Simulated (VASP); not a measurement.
## C: single point with PBE+D3(BJ)

C, a slab with vacuum:

```
C
1.0
     2.46565    0.00000    0.00000
    -1.23283    2.13532    0.00000
     0.00000    0.00000   17.50007
C
4
Direct
  0.66667 0.33333 0.25714
  0.33333 0.66667 0.25714
  0.33333 0.66667 0.46057
  0.66667 0.33333 0.46057
```

```yaml
Program: VASP 6.6.1
Task: single point
Functional: PBE
Dispersion: D3(BJ)
Potentials_or_basis: VASP PAW PBE potentials, release 64 (C)
Cutoff: 520 eV
k_mesh: 15 × 15 × 1
Occupations: gaussian, width 0.1 eV
Spin: no spin polarisation
```

```
Band gap on the k mesh     : 0.47 eV, direct
Dispersion energy per atom : -0.115 eV
```

Levels at points of the mesh, in eV from the valence-band top:
| k point | band 4 | band 5 | band 6 | band 7 | band 8 | band 9 | band 10 | band 11 | band 12 | band 13 |
| --- | --- | --- | --- | --- | --- | --- | --- | --- | --- | --- |
| (0.00, 0.00, 0.00) | -7.02 | -2.81 | -2.81 | -2.80 | -2.80 | 3.60 | 4.08 | 4.96 | 6.61 | 6.84 |

Wall time 34 s on 1 thread of Intel(R) Xeon(R) 6975P-C (Granite Rapids), with other jobs on the host, peak memory 0.21 GiB.
